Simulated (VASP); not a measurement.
NaCl, 10 atoms in the cell. The cell holds a disordered packing, 10 atoms: a = 6.008 Å, b = 6.666 Å, c = 6.416 Å, α = 91.75°, β = 100.70°, γ = 80.79°. 

```yaml
Program: VASP 6.6.1
Task: relaxation of cell and atoms
Functional: PBE
Potentials_or_basis: VASP PAW PBE potentials, release 64 (Na_pv, Cl)
Cutoff: 600 eV
k_mesh: 2 × 1 × 1, shifted
Occupations: gaussian, width 0.1 eV
Spin: no spin polarisation
Dipole_correction: no
Further_INCAR_settings: ALGO = Normal; EDIFF = 1e-07; ISYM = 0; IBRION = 2; EDIFFG = -0.04; NSW = 90; ISIF = 3
```

Potentials or basis: VASP PAW PBE potentials, release 64 (Na_pv, Cl).

Command:

```sh
$ cat potpaw_PBE.64/Na_pv/POTCAR potpaw_PBE.64/Cl/POTCAR > POTCAR
$ mpirun -np 1 vasp_std > vasp.out
```

Hardware: 1 thread of Intel(R) Xeon(R) 6975P-C (Granite Rapids) (shared host).

Q: How long does it take, and how much memory?

A: Wall time 9.8 min on 1 thread of Intel(R) Xeon(R) 6975P-C (Granite Rapids) (shared host), peak memory 0.37 GiB. Counts: scf iterations 631, k points 1, ion steps 54.
